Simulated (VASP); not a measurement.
Set up this calculation in VASP 6.6.1, as the native input.

```yaml
Task: single point
Functional: r2SCAN
Potentials_or_basis: VASP PAW PBE potentials, release 64 (Ga_d, O)
Cutoff: 520 eV
k_mesh: 6 × 6 × 6
Occupations: fermi-dirac, width 0.02 eV
Spin: no spin polarisation
Dipole_correction: no
Further_INCAR_settings: ALGO = Normal; EDIFF = 1e-06; NBANDS = 55
```

The system is Ga2O3.

```
CELL_PARAMETERS angstrom
2.49226 1.43891 4.48064
-2.49226 1.43891 4.48064
0.00000 -2.87782 4.48064
ATOMIC_POSITIONS crystal
Ga 0.35543 0.35543 0.35543
Ga 0.14457 0.14457 0.14457
Ga 0.64457 0.64457 0.64457
Ga 0.85543 0.85543 0.85543
O 0.55363 0.94637 0.25000
O 0.25000 0.55363 0.94637
O 0.94637 0.25000 0.55363
O 0.44637 0.05363 0.75000
O 0.75000 0.44637 0.05363
O 0.05363 0.75000 0.44637
```

The input as run:

POSCAR

```
Ga2O3
1.0
    2.4922622641      1.4389082890      4.4806364994
   -2.4922622641      1.4389082890      4.4806364994
    0.0000000000     -2.8778165781      4.4806364994
Ga O
4 6
Direct
    0.3554263352      0.3554263352      0.3554263352
    0.1445736648      0.1445736648      0.1445736648
    0.6445736648      0.6445736648      0.6445736648
    0.8554263352      0.8554263352      0.8554263352
    0.5536335029      0.9463664971      0.2500000000
    0.2500000000      0.5536335029      0.9463664971
    0.9463664971      0.2500000000      0.5536335029
    0.4463664971      0.0536335029      0.7500000000
    0.7500000000      0.4463664971      0.0536335029
    0.0536335029      0.7500000000      0.4463664971
```

INCAR.step1

```
PREC     = Accurate       # precision mode
ENCUT    = 520            # plane-wave cutoff, eV
ISMEAR   = -1             # smearing method
SIGMA    = 0.02           # smearing width, eV
LREAL    = False          # projectors in reciprocal space
LASPH    = True           # aspherical terms in the spheres
NELM     = 100            # most SCF steps
NBANDS   = 55             # bands
GGA      = PE             # functional
ALGO     = Normal         # electronic algorithm
EDIFF    = 1E-4           # SCF threshold, eV
LWAVE    = True           # write WAVECAR
LCHARG   = False          # write CHGCAR
```

INCAR.step2

```
PREC     = Accurate       # precision mode
ENCUT    = 520            # plane-wave cutoff, eV
EDIFF    = 1E-6           # SCF threshold, eV
ISMEAR   = -1             # smearing method
SIGMA    = 0.02           # smearing width, eV
LREAL    = False          # projectors in reciprocal space
LASPH    = True           # aspherical terms in the spheres
NELM     = 100            # most SCF steps
ALGO     = Normal         # electronic algorithm
ISIF     = 2              # what is computed and relaxed
LWAVE    = False          # write WAVECAR
LCHARG   = True           # write CHGCAR
METAGGA  = R2SCAN         # meta-GGA
LMIXTAU  = True         
LELF     = True           # ELF
LVHAR    = True         
NBANDS   = 55             # bands
ISTART   = 1
```

KPOINTS

```
regular mesh
0
Gamma
  6 6 6
```

Potentials or basis: VASP PAW PBE potentials, release 64 (Ga_d, O).

Command:

```bash
$ cat potpaw_PBE.64/Ga_d/POTCAR potpaw_PBE.64/O/POTCAR > POTCAR
$ cp INCAR.step1 INCAR
$ mpirun -np 1 vasp_std > vasp.out
$ cp INCAR.step2 INCAR
$ mpirun -np 1 vasp_std > vasp.out
```

It gave:

```
Pressure               : 1.9 GPa
Largest force          : 0.041 eV/Å
Band gap on the k mesh : 3.54 eV (least direct gap 3.80 eV)
```

Caveat: the PAW data sets were made with another functional, which shifts forces and pressure a little.

Run time: 8.2 min on 1 thread of AMD EPYC 9R45 96-Core Processor (Zen 5) (shared host), peak memory 0.3 GiB.
